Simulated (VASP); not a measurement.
# Si (R-3m) in VASP: settings compared

Aim: see how the results for Si move with the level of theory and the settings. Levels: PBE, r2SCAN, HSE06. Tasks: single point.

All numbers are computed with VASP 6.6.1; they aren't measurements. Logs are shortened: lines on timing, memory, paths and dates and some standing lists are left out, and cuts for length are marked.

### Step 1. The cell of the first run

Symmetry: R-3m, No. 166, trigonal system. The conventional cell has a = 3.675 Å, b = 3.675 Å, c = 9.630 Å, α = 90.00°, β = 90.00°, γ = 120.00°. Si (site symmetry 3m) has 4 Si at 2.29 to 2.35 Å within 3.0 Å.

### Step 2. Single point, PBE (epitaxial 111 strain -4.5%)

Input file INCAR:

```
SYSTEM = Si
PREC = Accurate ; ENCUT = 520
EDIFF = 1E-7 ; ISMEAR = -1
SIGMA = 0.02 ; LREAL = .False.
LASPH = .True. ; NELM = 80
ALGO = Normal ; ISIF = 2
LWAVE = .False. ; LCHARG = .False.
GGA = PE ; NBANDS = 11
```

Input file KPOINTS:

```
regular mesh
0
Gamma
  8 8 8
  0 0 0
```

Input file POSCAR:

```
Si
1.0
    0.1209227746      2.7194574729      2.7194574729
    2.7194574729      0.1209227746      2.7194574729
    2.7194574729      2.7194574729      0.1209227746
Si
2
Direct
    0.0030958625      0.0030958625      0.0030958625
    0.2469041375      0.2469041375      0.2469041375
```

Potentials or basis: VASP PAW PBE potentials, release 64 (Si).

Run with:

```sh
> cat potpaw_PBE.64/Si/POTCAR > POTCAR
> mpirun -np 1 vasp_std > vasp.out
```

OUTCAR:

```text
SYSTEM = Si
   PREC = Accurate
   ENCUT = 520
   EDIFF = 1E-7
   ISMEAR = -1
   LREAL = .False.
   LASPH = .True.
   NELM = 80
   ISIF = 2
   GGA = PE

 ion  position               nearest neighbor table
   1  0.003  0.003  0.003-   2 2.29   2 2.29   2 2.29   2 2.35
   2  0.247  0.247  0.247-   1 2.29   1 2.29   1 2.29   1 2.35

  LATTYP: Found a trigonal (rhomboedric) cell.
 ALAT       =     3.8477942007
 COS(alpha) =     0.5439280429

  Lattice vectors:

 A1 = (   0.1209227746,   2.7194574729,   2.7194574729)
 A2 = (   2.7194574729,   0.1209227746,   2.7194574729)
 A3 = (   2.7194574729,   2.7194574729,   0.1209227746)

Analysis of symmetry for initial positions (statically):
=====================================================================
 Subroutine PRICEL returns:
 Original cell was already a primitive cell.

 Routine SETGRP: Setting up the symmetry group for a
 trigonal (rhombohedral) supercell.

 Subroutine GETGRP returns: Found 12 space group operations
 (whereof  6 operations were pure point group operations)
 out of a pool of 12 trial point group operations.

The static configuration has the point symmetry C_3v.
 The point group associated with its full space group is D_3d.

Analysis of symmetry for dynamics (positions and initial velocities):
=====================================================================
 Subroutine PRICEL returns:
 Original cell was already a primitive cell.

 Routine SETGRP: Setting up the symmetry group for a
 trigonal (rhombohedral) supercell.

 Subroutine GETGRP returns: Found 12 space group operations
 (whereof  6 operations were pure point group operations)
 out of a pool of 12 trial point group operations.

The dynamic configuration has the point symmetry C_3v.
 The point group associated with its full space group is D_3d.

 Subroutine INISYM returns: Found 12 space group operations
 (whereof  6 operations are pure point group operations),
 and found     1 'primitive' translations

----------------------------------------------------------------------------------------

                                     Primitive cell

  volume of cell :      37.5422

  direct lattice vectors                    reciprocal lattice vectors
     0.120922775  2.719457473  2.719457473    -0.196601057  0.188231211  0.188231211
     2.719457473  0.120922775  2.719457473     0.188231211 -0.196601057  0.188231211
     2.719457473  2.719457473  0.120922775     0.188231211  0.188231211 -0.196601057

  length of vectors
     3.847794201  3.847794201  3.847794201     0.330928924  0.330928924  0.330928924

  position of ions in fractional coordinates (direct lattice)
     0.003095862  0.003095862  0.003095862
     0.246904138  0.246904138  0.246904138

  ion indices of the primitive-cell ions
   primitive index   ion index
                 1           1
                 2           2

----------------------------------------------------------------------------------------

 KPOINTS: regular mesh

Automatic generation of k-mesh.
 Grid dimensions read from file:
 generate k-points for:    8    8    8

 Generating k-lattice:

  Cartesian coordinates                     Fractional coordinates (reciprocal lattice)
    -0.024575132  0.023528901  0.023528901     0.125000000  0.000000000  0.000000000
     0.023528901 -0.024575132  0.023528901     0.000000000  0.125000000  0.000000000
     0.023528901  0.023528901 -0.024575132     0.000000000  0.000000000  0.125000000

  Length of vectors
     0.041366116  0.041366116  0.041366116

  Shift w.r.t. Gamma in fractional coordinates (k-lattice)
     0.000000000  0.000000000  0.000000000

 Subroutine IBZKPT returns following result:
 ===========================================

 Found     65 irreducible k-points:

 Following reciprocal coordinates:
            Coordinates               Weight
  0.000000  0.000000  0.000000      1.000000
  0.125000  0.000000  0.000000      6.000000
  0.250000  0.000000  0.000000      6.000000
  0.375000 -0.000000 -0.000000      6.000000
  0.500000  0.000000  0.000000      3.000000
  0.125000  0.125000  0.000000      6.000000
[... 16 lines left out ...]
  0.250000  0.125000  0.125000      6.000000
  0.375000  0.125000  0.125000      6.000000
 [... further k-points ...]
   k-points           NKPTS =     65   k-points in BZ     NKDIM =     65   number of bands    NBANDS=     11
   number of dos      NEDOS =    301   number of ions     NIONS =      2
   total plane-waves  NPLWV =  27000
   dimension x,y,z NGX =    30 NGY =   30 NGZ =   30
   dimension x,y,z NGXF=    60 NGYF=   60 NGZF=   60
   ions per type =               2
   NGX,Y,Z   is equivalent  to a cutoff of  12.96, 12.96, 12.96 a.u.
   NGXF,Y,Z  is equivalent  to a cutoff of  25.92, 25.92, 25.92 a.u.
 SYSTEM =  Si
   PREC   = accura    normal or accurate (medium, high low for compatibility)
   ISTART =      0    job   : 0-new  1-cont  2-samecut
   ICHARG =      2    charge: 1-file 2-atom 10-const
   ISPIN  =      1    spin polarized calculation?
   LNONCOLLINEAR =      F non collinear calculations
   LSORBIT =      F    spin-orbit coupling
   LASPH  =      T    aspherical Exc in radial PAW
   ENCUT  =  520.0 eV  38.22 Ry    6.18 a.u.   7.15  7.15  7.15*2*pi/ulx,y,z
   NELM   =     80;   NELMIN=  2; NELMDL= -5     # of ELM steps
   EDIFF  = 0.1E-06   stopping-criterion for ELM
   LREAL  =      F    real-space projection
   EDIFFG = 0.1E-05   stopping-criterion for IOM
   NSW    =      0    number of steps for IOM
   IBRION =     -1    ionic relax: 0-MD 1-quasi-New 2-CG
   NFREE  =      0    steps in history (QN), initial steepest desc. (CG)
   ISIF   =      2    stress and relaxation
   ISYM   =      2    0-nonsym 1-usesym 2-fastsym
   POTIM  = 0.5000    time-step for ionic-motion
   TEBEG  =    0.0;   TEEND  =   0.0 temperature during run
   PSTRESS=    0.0 pullay stress
   NELECT =       8.0000    total number of electrons
   NUPDOWN=      -1.0000    fix difference up-down
   EMIN   =  10.00;   EMAX   =-10.00  energy-range for DOS
   EFERMI =   0.00;   METHOD = LEGACY
   ISMEAR =    -1;   SIGMA  =   0.02  broadening in eV -4-tet -1-fermi 0-gaus
   EFERMI_NEDOS =   21; number of points for ismear=-14 and -15
   IALGO  =     38    algorithm
   IMIX   =      4    mixing-type and parameters
     AMIX     =   0.40;   BMIX     =  1.00
     AMIX_MAG =   1.60;   BMIX_MAG =  1.00
  volume/ion in A,a.u.               =      18.77       126.67
  Fermi-wavevector in a.u.,A,eV,Ry     =   0.977834  1.847838 13.009336  0.956159
  Thomas-Fermi vector in A             =   2.108562
   LORBIT       =      0    0 simple, 1 ext, 2 COOP (PROOUT), +10 PAW based schemes
   GGA     = PE    functional components
   LHFCALC =     F    Hartree Fock is set to
   AEXX    =    0.0000 exact exchange contribution
   IVDW    =     0    specifies the selected vdW correction
   LEPSILON=     F    determine dielectric tensor
   LRPA    =     F    only Hartree local field effects (RPA)
 non-spin polarized calculation
  energy-cutoff  :      520.00
  volume of cell :       37.54
 maximum number of plane-waves:      1026
 NGX is ok and might be reduce to    30
   NGX = 15   NGY = 15   NGZ = 15

 number of electron       8.0000000 magnetization

 Free energy of the ion-electron system (eV)
  ---------------------------------------------------
  ext. energy  EPLUGINS =         0.00000000
  ---------------------------------------------------
  free energy    TOTEN  =       -10.70005927 eV

  energy without entropy =      -10.69983631  energy(sigma->0) =      -10.69994779

 E-fermi :   6.7388     XC(G=0):  -9.6696

 val. band max:        6.7327184739   @ k =   0.5000   0.5000   0.0000
 cond. band min:       6.7757311007   @ k =   0.0000   0.0000   0.0000
 fundamental gap:      0.0430126268
 Fermi energy:         6.7388013636

 k-point     1 :       0.0000    0.0000    0.0000
  band No.  band energies     occupation
      1      -5.9134      2.00000
      2       5.9852      2.00000
      3       6.7757      0.27257
      4       6.7757      0.27257
      5       8.2993      0.00000
      6       9.3775      0.00000
      7       9.3775      0.00000
      8      10.9254      0.00000
      9      14.2864      0.00000
     10      14.2864      0.00000
     11      14.7771      0.00000

 k-point     2 :       0.1250    0.0000    0.0000
  band No.  band energies     occupation
      1      -5.6896      2.00000
      2       5.0605      2.00000
      3       5.8003      2.00000
      4       6.4144      2.00000
      5       8.6446      0.00000
      6       9.4457      0.00000
      7       9.8487      0.00000
      8      12.1284      0.00000
      9      13.6402      0.00000
     10      13.8379      0.00000
     11      15.6713      0.00000

 k-point     3 :       0.2500    0.0000    0.0000
  band No.  band energies     occupation
      1      -5.0338      2.00000
      2       2.6250      2.00000
      3       5.3242      2.00000
      4       5.8448      2.00000
      5       8.5011      0.00000
      6       9.7637      0.00000
      7      10.2727      0.00000
      8      13.0566      0.00000
      9      14.0485      0.00000
     10      14.3833      0.00000
     11      15.7011      0.00000

 k-point     4 :       0.3750   -0.0000   -0.0000
  band No.  band energies     occupation
      1      -4.0342      2.00000
      2       0.4306      2.00000
      3       5.0389      2.00000
      4       5.4536      2.00000
      5       8.1291      0.00000
      6       9.7047      0.00000
      7      10.0636      0.00000
      8      14.0689      0.00000
      9      14.7717      0.00000
     10      15.7871      0.00000
     11      17.1446      0.00000

 k-point     5 :       0.5000    0.0000    0.0000
  band No.  band energies     occupation
      1      -3.2853      2.00000
      2      -0.7284      2.00000
      3       4.9476      2.00000
      4       5.3198      2.00000
      5       7.9859      0.00000
      6       9.5663      0.00000
      7       9.9096      0.00000
      8      14.0899      0.00000
      9      16.6816      0.00000
     10      16.9358      0.00000
     11      17.8648      0.00000
[... 211 lines left out ...]
 k-point    21 :       0.5000    0.5000    0.0000
  band No.  band energies     occupation
      1      -1.5917      2.00000
      2      -1.4431      2.00000
      3       3.1854      2.00000
      4       3.8132      2.00000
      5       6.7327      1.15091
      6       7.4254      0.00000
      7      16.8428      0.00000
      8      17.0370      0.00000
      9      17.5123      0.00000
     10      17.5324      0.00000
     11      19.3842      0.00000

 k-point    22 :       0.1250    0.1250    0.1250
  band No.  band energies     occupation
      1      -5.7194      2.00000
      2       4.2778      2.00000
      3       6.5203      1.99996
      4       6.5203      1.99996
      5       9.3151      0.00000
      6       9.7580      0.00000
      7       9.7580      0.00000
      8      11.5101      0.00000
      9      13.8898      0.00000
     10      13.8898      0.00000
     11      15.4052      0.00000

 k-point    23 :       0.2500    0.1250    0.1250
  band No.  band energies     occupation
      1      -5.3699      2.00000
      2       3.4814      2.00000
      3       4.8307      2.00000
      4       6.4391      2.00000
      5       9.9146      0.00000
      6       9.9395      0.00000
      7      10.0759      0.00000
      8      12.5005      0.00000
      9      13.0253      0.00000
     10      14.3869      0.00000
     11      16.4953      0.00000

 k-point    24 :       0.3750    0.1250    0.1250
  band No.  band energies     occupation
      1      -4.6029      2.00000
      2       1.9140      2.00000
      3       3.6719      2.00000
      4       5.8481      2.00000
      5       9.4737      0.00000
      6      10.2796      0.00000
      7      10.3916      0.00000
      8      13.4108      0.00000
      9      13.6709      0.00000
     10      16.0020      0.00000
     11      16.2251      0.00000

 [... further k-points ...]

------------------------ aborting loop because EDIFF is reached ----------------------------------------

  FORCE on cell =-STRESS in cart. coord.  units (eV):
  Direction    XX          YY          ZZ          XY          YZ          ZX
  --------------------------------------------------------------------------------------
  -------------------------------------------------------------------------------------
  Total        2.0879921      2.0879921      2.0879921     -0.8639239     -0.8639239     -0.8639239
  in kB       89.1087361     89.1087361     89.1087361    -36.8694714    -36.8694714    -36.8694714
  external PRESSURE =      89.1087361 kB  Pullay stress =       0.0000000 kB

 VOLUME and BASIS-vectors are now :
 -----------------------------------------------------------------------------
  energy-cutoff  :      520.00
  volume of cell :       37.54
      direct lattice vectors                 reciprocal lattice vectors
     0.120922775  2.719457473  2.719457473    -0.196601057  0.188231211  0.188231211
     2.719457473  0.120922775  2.719457473     0.188231211 -0.196601057  0.188231211
     2.719457473  2.719457473  0.120922775     0.188231211  0.188231211 -0.196601057

 POSITION                                       TOTAL-FORCE (eV/Angst)
 -----------------------------------------------------------------------------------
      0.01721      0.01721      0.01721         0.035236      0.035236      0.035236
      1.37275      1.37275      1.37275        -0.035236     -0.035236     -0.035236
 -----------------------------------------------------------------------------------
    total drift:                                0.000000      0.000000      0.000000

  FREE ENERGIE OF THE ION-ELECTRON SYSTEM (eV)
  ---------------------------------------------------
  free  energy   TOTEN  =       -10.7000592669 eV

  energy  without entropy=      -10.6998363137  energy(sigma->0) =      -10.69994779
```

Wall time 36 s (1 thread of Intel Xeon 8259CL, shared host); peak memory 0.17 GiB.

Results:

```yaml
Free_energy: -10.7001 eV
Pressure: 8.9 GPa
Largest_force: 0.061 eV/Å
Band_gap_on_the_k_mesh: zero (bands 4 and 5 overlap by 0.04 eV)
```

Forces in eV/Å, atoms in the order of the input:
```
Si   0.035  0.035  0.035
Si  -0.035 -0.035 -0.035
```

Levels at points of the mesh, in eV from the Fermi level:
```tsv
k point	band 2	band 3	band 4	band 5	band 6	band 7
(0.00, 0.00, 0.00)	-0.75	0.04	0.04	1.56	2.64	2.64
(0.50, 0.00, 0.00)	-7.47	-1.79	-1.42	1.25	2.83	3.17
(0.50, 0.50, 0.00)	-8.18	-3.55	-2.93	-0.01	0.69	10.10
(0.50, 0.50, 0.50)	-7.67	-1.06	-1.06	2.24	3.41	3.41
```

Caveat: the cell differs from its parent crystal (epitaxial 111 strain -4.5%); the cell stands under pressure; semilocal functionals underestimate gaps, and a narrow one can read as zero.

[end of part 1 of 2]

The gap in the log of VASP goes by the Fermi energy; the results here count the filled bands.